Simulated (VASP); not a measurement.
# TiAl (P-6m2) in VASP: settings compared

Aim: see how the results for TiAl move with the level of theory and the settings. Levels: HSE06, PBE-based screened hybrid with 25 % exact exchange. Tasks: single point.

Program: VASP 6.6.1. These are calculated values, not measurements. Logs are shortened: lines on timing, memory, paths and dates and some standing lists are left out, and cuts for length are marked.

### Step 1. The cell of the first run

It takes space group P-6m2 (No. 187, hexagonal). Conventional cell: a = 2.876 Å, b = 2.876 Å, c = 4.622 Å, α = 90.00°, β = 90.00°, γ = 120.00°. Within 3.7 Å of Ti (site symmetry -6m2) lie 6 Al at 2.85 Å and 6 Ti at 2.88 Å. Al (site symmetry -6m2) has 6 Ti at 2.85 Å and 6 Al at 2.88 Å within 3.7 Å.

### Step 2. Single point, HSE06

POSCAR reads:

```
TiAl
1.0
    2.8757197928      0.0000000000      0.0000000000
   -1.4378598964      2.4904463947      0.0000000000
    0.0000000000      0.0000000000      4.6215206353
Ti Al
1 1
Direct
    0.0000000000      0.0000000000      0.0000000000
    0.3333333333      0.6666666667      0.5000000000
```

INCAR.step1 reads:

```
SYSTEM = TiAl
ALGO = Normal
EDIFF = 1E-5
ENCUT = 520
GGA = PE
ISIF = 2
ISMEAR = -1
LASPH = .TRUE.
LREAL = .FALSE.
LWAVE = .TRUE.
NBANDS = 14
NELM = 80
PREC = Accurate
SIGMA = 0.05
```

INCAR.step2 reads:

```
SYSTEM = TiAl
ALGO = Normal
EDIFF = 1E-6
ENCUT = 520
GGA = PE
HFSCREEN = 0.2079
ISIF = 2
ISMEAR = -1
ISTART = 1
LASPH = .TRUE.
LCHARG = .TRUE.
LELF = .TRUE.
LHFCALC = .TRUE.
LREAL = .FALSE.
LVHAR = .TRUE.
LWAVE = .FALSE.
NBANDS = 14
NELM = 80
PREC = Accurate
PRECFOCK = Normal
SIGMA = 0.05
```

KPOINTS reads:

```
k-points
0
G
  6 6 3
  0 0 0
```

Potentials or basis: VASP PAW PBE potentials, release 64 (Ti_sv, Al).

The run is started by

```console
> cat potpaw_PBE.64/Ti_sv/POTCAR potpaw_PBE.64/Al/POTCAR > POTCAR
> cp INCAR.step1 INCAR
> mpirun -np 1 vasp_std > vasp.out
> cp INCAR.step2 INCAR
> mpirun -np 1 vasp_std > vasp.out
```

OUTCAR:

```text
SYSTEM = TiAl
   EDIFF = 1E-6
   ENCUT = 520
   GGA = PE
   HFSCREEN = 0.2079
   ISIF = 2
   ISMEAR = -1
   ISTART = 1
   LASPH = .TRUE.
   LHFCALC = .TRUE.
   LREAL = .FALSE.
   NELM = 80
   PREC = Accurate
   PRECFOCK = Normal

 ion  position               nearest neighbor table
   1  0.000  0.000  0.000-   2 2.85   2 2.85   2 2.85   2 2.85   2 2.85   2 2.85
   2  0.333  0.667  0.500-   1 2.85   1 2.85   1 2.85   1 2.85   1 2.85   1 2.85

  LATTYP: Found a hexagonal cell.
 ALAT       =     2.8757197928
 C/A-ratio  =     1.6070830847

  Lattice vectors:

 A1 = (   2.8757197928,   0.0000000000,   0.0000000000)
 A2 = (  -1.4378598964,   2.4904463947,   0.0000000000)
 A3 = (   0.0000000000,   0.0000000000,   4.6215206353)

Analysis of symmetry for initial positions (statically):
=====================================================================
 Subroutine PRICEL returns:
 Original cell was already a primitive cell.

 Routine SETGRP: Setting up the symmetry group for a
 hexagonal supercell.

 Subroutine GETGRP returns: Found 12 space group operations
 (whereof 12 operations were pure point group operations)
 out of a pool of 24 trial point group operations.

The static configuration has the point symmetry D_3h.

Analysis of symmetry for dynamics (positions and initial velocities):
=====================================================================
 Subroutine PRICEL returns:
 Original cell was already a primitive cell.

 Routine SETGRP: Setting up the symmetry group for a
 hexagonal supercell.

 Subroutine GETGRP returns: Found 12 space group operations
 (whereof 12 operations were pure point group operations)
 out of a pool of 24 trial point group operations.

The dynamic configuration has the point symmetry D_3h.

 Subroutine INISYM returns: Found 12 space group operations
 (whereof 12 operations are pure point group operations),
 and found     1 'primitive' translations

----------------------------------------------------------------------------------------

                                     Primitive cell

  volume of cell :      33.0985

  direct lattice vectors                    reciprocal lattice vectors
     2.875719793  0.000000000  0.000000000     0.347739026  0.200767220  0.000000000
    -1.437859896  2.490446395  0.000000000     0.000000000  0.401534441  0.000000000
     0.000000000  0.000000000  4.621520635     0.000000000  0.000000000  0.216378997

  length of vectors
     2.875719793  2.875719793  4.621520635     0.401534441  0.401534441  0.216378997

  position of ions in fractional coordinates (direct lattice)
     0.000000000  0.000000000  0.000000000
     0.333333333  0.666666667  0.500000000

  ion indices of the primitive-cell ions
   primitive index   ion index
                 1           1
                 2           2

----------------------------------------------------------------------------------------

 KPOINTS: k-points

Automatic generation of k-mesh.
 Grid dimensions read from file:
 generate k-points for:    6    6    3

 Generating k-lattice:

  Cartesian coordinates                     Fractional coordinates (reciprocal lattice)
     0.057956504  0.033461203  0.000000000     0.166666667 -0.000000000  0.000000000
     0.000000000  0.066922407  0.000000000     0.000000000  0.166666667  0.000000000
     0.000000000  0.000000000  0.072126332     0.000000000  0.000000000  0.333333333

  Length of vectors
     0.066922407  0.066922407  0.072126332

  Shift w.r.t. Gamma in fractional coordinates (k-lattice)
     0.000000000  0.000000000  0.000000000

 Subroutine IBZKPT returns following result:
 ===========================================

 Found     14 irreducible k-points:

 Following reciprocal coordinates:
            Coordinates               Weight
  0.000000  0.000000  0.000000      1.000000
  0.166667  0.000000  0.000000      6.000000
  0.333333  0.000000  0.000000      6.000000
  0.500000  0.000000  0.000000      3.000000
  0.166667  0.166667  0.000000      6.000000
  0.333333  0.166667  0.000000     12.000000
  0.333333  0.333333  0.000000      2.000000
  0.000000  0.000000  0.333333      2.000000
  0.166667  0.000000  0.333333     12.000000
  0.333333  0.000000  0.333333     12.000000
  0.500000  0.000000  0.333333      6.000000
  0.166667  0.166667  0.333333     12.000000
  0.333333  0.166667  0.333333     24.000000
  0.333333  0.333333  0.333333      4.000000
   k-points           NKPTS =     14   k-points in BZ     NKDIM =    108   number of bands    NBANDS=     14
   number of dos      NEDOS =    301   number of ions     NIONS =      2
   total plane-waves  NPLWV =  20736
   dimension x,y,z NGX =    24 NGY =   24 NGZ =   36
   dimension x,y,z NGXF=    48 NGYF=   48 NGZF=   72
   ions per type =               1   1
   NGX,Y,Z   is equivalent  to a cutoff of  13.87, 13.87, 12.95 a.u.
   NGXF,Y,Z  is equivalent  to a cutoff of  27.75, 27.75, 25.90 a.u.
 SYSTEM =  TiAl
   PREC   = accura    normal or accurate (medium, high low for compatibility)
   ISTART =      1    job   : 0-new  1-cont  2-samecut
   ICHARG =      0    charge: 1-file 2-atom 10-const
   ISPIN  =      1    spin polarized calculation?
   LNONCOLLINEAR =      F non collinear calculations
   LSORBIT =      F    spin-orbit coupling
   LASPH  =      T    aspherical Exc in radial PAW
   ENCUT  =  520.0 eV  38.22 Ry    6.18 a.u.   5.35  5.35  8.59*2*pi/ulx,y,z
   NELM   =     80;   NELMIN=  2; NELMDL=  0     # of ELM steps
   EDIFF  = 0.1E-05   stopping-criterion for ELM
   LREAL  =      F    real-space projection
   EDIFFG = 0.1E-04   stopping-criterion for IOM
   NSW    =      0    number of steps for IOM
   IBRION =     -1    ionic relax: 0-MD 1-quasi-New 2-CG
   NFREE  =      0    steps in history (QN), initial steepest desc. (CG)
   ISIF   =      2    stress and relaxation
   ISYM   =      3    0-nonsym 1-usesym 2-fastsym
   POTIM  = 0.5000    time-step for ionic-motion
   TEBEG  =    0.0;   TEEND  =   0.0 temperature during run
   PSTRESS=    0.0 pullay stress
   NELECT =      15.0000    total number of electrons
   NUPDOWN=      -1.0000    fix difference up-down
   EMIN   =  10.00;   EMAX   =-10.00  energy-range for DOS
   EFERMI =   0.00;   METHOD = LEGACY
   ISMEAR =    -1;   SIGMA  =   0.05  broadening in eV -4-tet -1-fermi 0-gaus
   EFERMI_NEDOS =   21; number of points for ismear=-14 and -15
   IALGO  =     38    algorithm
   IMIX   =      1    mixing-type and parameters
     AMIX     =   0.40;   BMIX     =  1.00
     AMIX_MAG =   1.60;   BMIX_MAG =  1.00
  volume/ion in A,a.u.               =      16.55       111.68
  Fermi-wavevector in a.u.,A,eV,Ry     =   1.257484  2.376300 21.514420  1.581265
  Thomas-Fermi vector in A             =   2.391140
   LORBIT       =      0    0 simple, 1 ext, 2 COOP (PROOUT), +10 PAW based schemes
   GGA     = PE    functional components
   LHFCALC =     T    Hartree Fock is set to
   PRECFOCK=normal    Normal, Fast or Accurate (Low or Medium for compatibility)
   ENCUT4O =  -1.0   cutoff for four orbital integrals eV
   NKREDX  =     1    reduce k-point grid by
   NKREDY  =     1    reduce k-point grid by
   NKREDZ  =     1    reduce k-point grid by
   AEXX    =    0.2500 exact exchange contribution
   HFSCREEN=    0.2079 screening length (either q_TF or 0.3 A-1)
   HFSCREENC=   0.2079 screening length for correlation (either q_TF or 0.3 A-1)
   ENCUTFOCK=  -1.0 apply spherical cutoff to Coloumb kernel
   IVDW    =     0    specifies the selected vdW correction
   LEPSILON=     F    determine dielectric tensor
   LRPA    =     F    only Hartree local field effects (RPA)
 non-spin polarized calculation
  energy-cutoff  :      520.00
  volume of cell :       33.10
 maximum number of plane-waves:       905
 NGX is ok and might be reduce to    24
  NGX = 18; NGY = 18; NGZ = 28

 number of electron      15.0000003 magnetization

 Free energy of the ion-electron system (eV)
  ---------------------------------------------------
  ext. energy  EPLUGINS =         0.00000000
  ---------------------------------------------------
  free energy    TOTEN  =       -14.12329941 eV

  energy without entropy =      -14.10808044  energy(sigma->0) =      -14.11568992

 E-fermi :   7.8369     XC(G=0):  -9.0264

 val. band max:        7.7377603248   @ k =   0.3333   0.3333   0.3333
 cond. band min:       7.8860591014   @ k =   0.1667   0.1667   0.0000
 fundamental gap:      0.1482987766
 Fermi energy:         7.8369221066

 k-point     1 :       0.0000    0.0000    0.0000
  band No.  band energies     occupation
      1     -53.6183      2.00000
      2     -28.2777      2.00000
      3     -27.8627      2.00000
      4     -27.8627      2.00000
      5      -2.4067      2.00000
      6       4.9360      2.00000
      7       5.6079      2.00000
      8       9.7408      0.00000
      9       9.7408      0.00000
     10      11.5009      0.00000
     11      11.5009      0.00000
     12      12.6321      0.00000
     13      21.7818      0.00000
     14      21.7818      0.00000

 k-point     2 :       0.1667    0.0000    0.0000
  band No.  band energies     occupation
      1     -53.5938      2.00000
      2     -28.2483      2.00000
      3     -28.0204      2.00000
      4     -27.8959      2.00000
      5      -1.6369      2.00000
      6       5.7293      2.00000
      7       5.7314      2.00000
      8       8.9600      0.00000
      9      10.3066      0.00000
     10      11.3007      0.00000
     11      11.6287      0.00000
     12      12.7706      0.00000
     13      16.6387      0.00000
     14      19.1769      0.00000
[... 173 lines left out ...]
      1     -53.5197      2.00000
      2     -28.3955      2.00000
      3     -28.1643      2.00000
      4     -28.0780      2.00000
      5       2.9656      2.00000
      6       5.7896      2.00000
      7       6.7828      2.00000
      8       7.4271      1.99945
      9       9.0138      0.00000
     10      10.2214      0.00000
     11      11.6921      0.00000
     12      13.1879      0.00000
     13      14.3410      0.00000
     14      15.8869      0.00000

 k-point    14 :       0.3333    0.3333    0.3333
  band No.  band energies     occupation
      1     -53.5073      2.00000
      2     -28.2891      2.00000
      3     -28.2795      2.00000
      4     -28.1496      2.00000
      5       5.6159      2.00000
      6       5.7163      2.00000
      7       6.4458      2.00000
      8       6.9005      2.00000
      9       7.7378      1.75805
     10      10.4108      0.00000
     11      11.5232      0.00000
     12      12.4409      0.00000
     13      15.0506      0.00000
     14      15.4554      0.00000

------------------------ aborting loop because EDIFF is reached ----------------------------------------

  FORCE on cell =-STRESS in cart. coord.  units (eV):
  Direction    XX          YY          ZZ          XY          YZ          ZX
  --------------------------------------------------------------------------------------
  -------------------------------------------------------------------------------------
  Total       -0.0442006     -0.0442006     -0.0595805      0.0000000      0.0000000      0.0000000
  in kB       -2.1395877     -2.1395877     -2.8840709      0.0000000      0.0000000      0.0000000
  external PRESSURE =      -2.3877488 kB  Pullay stress =       0.0000000 kB

 VOLUME and BASIS-vectors are now :
 -----------------------------------------------------------------------------
  energy-cutoff  :      520.00
  volume of cell :       33.10
      direct lattice vectors                 reciprocal lattice vectors
     2.875719793  0.000000000  0.000000000     0.347739026  0.200767220  0.000000000
    -1.437859896  2.490446395  0.000000000     0.000000000  0.401534441  0.000000000
     0.000000000  0.000000000  4.621520635     0.000000000  0.000000000  0.216378997

 POSITION                                       TOTAL-FORCE (eV/Angst)
 -----------------------------------------------------------------------------------
      0.00000      0.00000      0.00000         0.000000     -0.000000      0.000000
     -0.00000      1.66030      2.31076        -0.000000      0.000000      0.000000
 -----------------------------------------------------------------------------------
    total drift:                               -0.000000      0.000000     -0.000000

  FREE ENERGIE OF THE ION-ELECTRON SYSTEM (eV)
  ---------------------------------------------------
  free  energy   TOTEN  =       -14.1232994054 eV

  energy  without entropy=      -14.1080804387  energy(sigma->0) =      -14.11568992
```

It took 20 min on 1 thread of AMD EPYC 7R43 (Zen 3), shared host; peak memory 0.24 GiB.

What came out:

```yaml
Free_energy: -14.1233 eV
Pressure: -0.2 GPa
Band_gap_on_the_k_mesh: zero (an odd number of electrons rules out a gap without spin polarisation)
```

Levels at points of the mesh, in eV from the Fermi level:
```csv
k point,band 5,band 6,band 7,band 8,band 9,band 10
"(0.00, 0.00, 0.00)",-10.24,-2.90,-2.23,1.90,1.90,3.66
"(0.50, 0.00, 0.00)",-4.33,-3.36,-1.74,-1.24,2.91,4.72
```

Caveat: the k points lie up to 0.45 Å⁻¹ apart, too coarse for converged energies and pressures of a metal; the PAW data sets were made with another functional, which shifts forces and pressure a little.

### Step 3. Single point, PBE-based screened hybrid with 25 % exact exchange

This run uses another cell than the first one, of 16.65 Å³/atom.

POSCAR reads:

```
TiAl
1.0
    2.8672622327      0.0000000000      0.0000000000
   -1.4336311163      2.4831219328      0.0000000000
    0.0000000000      0.0000000000      4.6780830000
Ti Al
1 1
Direct
    0.0000000000      0.0000000000      0.0000000000
    0.3333333333      0.6666666667      0.5000000000
```

INCAR.step1 reads:

```
ALGO     = Normal         # electronic algorithm
EDIFF    = 1E-5           # SCF threshold, eV
ENCUT    = 520            # plane-wave cutoff, eV
GGA      = PE             # functional
ISIF     = 2              # what is computed and relaxed
ISMEAR   = -1             # smearing method
LASPH    = True           # aspherical terms in the spheres
LREAL    = False          # projectors in reciprocal space
LWAVE    = True           # write WAVECAR
NBANDS   = 14             # bands
NELM     = 60             # most SCF steps
PREC     = Accurate       # precision mode
SIGMA    = 0.05           # smearing width, eV
```

INCAR.step2 reads:

```
AEXX     = 0.25           # exact-exchange fraction
ALGO     = Normal         # electronic algorithm
EDIFF    = 1E-6           # SCF threshold, eV
ENCUT    = 520            # plane-wave cutoff, eV
GGA      = PE             # functional
HFSCREEN = 0.3            # screening, 1/A
ISIF     = 2              # what is computed and relaxed
ISMEAR   = -1             # smearing method
ISTART   = 1            
LASPH    = True           # aspherical terms in the spheres
LCHARG   = True           # write CHGCAR
LELF     = True           # ELF
LHFCALC  = True           # exact exchange
LREAL    = False          # projectors in reciprocal space
LVHAR    = True         
LWAVE    = False          # write WAVECAR
NBANDS   = 14             # bands
NELM     = 60             # most SCF steps
PREC     = Accurate       # precision mode
PRECFOCK = Normal       
SIGMA    = 0.05           # smearing width, eV
```

KPOINTS reads:

```
k-points
0
Gamma
  6 6 3
```

Potentials or basis: VASP PAW PBE potentials, release 64 (Ti_sv, Al).

The run is started by

```console
> cat potpaw_PBE.64/Ti_sv/POTCAR potpaw_PBE.64/Al/POTCAR > POTCAR
> cp INCAR.step1 INCAR
> mpirun -np 1 vasp_std > vasp.out
> cp INCAR.step2 INCAR
> mpirun -np 1 vasp_std > vasp.out
```

Run time: 12 min. Hardware: 1 thread of AMD EPYC 7R43 (Zen 3), shared host; peak memory 0.24 GiB.

The run converged. Its results:

```
Free energy            : -13.6992 eV
Pressure               : -0.9 GPa
Band gap on the k mesh : zero (an odd number of electrons rules out a gap without spin polarisation)
```

Stress tensor (GPa, compression positive):
```
 0.18  0.00  0.00
 0.00  0.18  0.00
 0.00  0.00 -3.00
```

Levels at points of the mesh, in eV from the Fermi level:
```csv
k point,band 5,band 6,band 7,band 8,band 9,band 10
"(0.00, 0.00, 0.00)",-10.06,-2.82,-2.25,1.74,1.74,3.53
"(0.50, 0.00, 0.00)",-4.16,-3.21,-1.64,-1.16,2.78,4.50
```

Caveat: the k points lie up to 0.45 Å⁻¹ apart, too coarse for converged energies and pressures of a metal; the PAW data sets were made with another functional, which shifts forces and pressure a little.

(Continued in part 2 of 2.)
